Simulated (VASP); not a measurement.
A run of VASP 6.6.1:

Contents of INCAR:

```
PREC = Accurate
ENCUT = 520
EDIFF = 1E-6
ISMEAR = 0
SIGMA = 0.1
LREAL = False
LASPH = True
NELM = 100
ALGO = Normal
ISIF = 2
LWAVE = False
LCHARG = False
GGA = PE
NBANDS = 28
```

File KPOINTS:

```
regular mesh
0
Gamma
  4 4 4
```

File POSCAR:

```
SnSe
1.0
    5.1500228760      0.0000000000      0.0000000000
    0.0000000000      5.1500228760      0.0000000000
    0.0000000000      0.0000000000      4.5041933546
Sn Se
2 2
Direct
    0.0000000000      0.5000000000      0.2858338666
    0.5000000000      0.0000000000      0.7141661334
    0.0000000000      0.0000000000      0.0000000000
    0.5000000000      0.5000000000      0.0000000000
```

Potentials or basis: VASP PAW PBE potentials, release 64 (Sn_d, Se).

Run with:

```bash
$ cat potpaw_PBE.64/Sn_d/POTCAR potpaw_PBE.64/Se/POTCAR > POTCAR
$ mpirun -np 1 vasp_std > vasp.out
```

Hardware: 1 thread of Intel(R) Xeon(R) Platinum 8259CL CPU @ 2.50GHz (Skylake/Cascade Lake) (shared host).

How long does it take, and how much memory?

Run time: 48 s on 1 thread of Intel(R) Xeon(R) Platinum 8259CL CPU @ 2.50GHz (Skylake/Cascade Lake), with other jobs on the host, peak memory 0.24 GiB. Counts: scf iterations 13, k points 18.
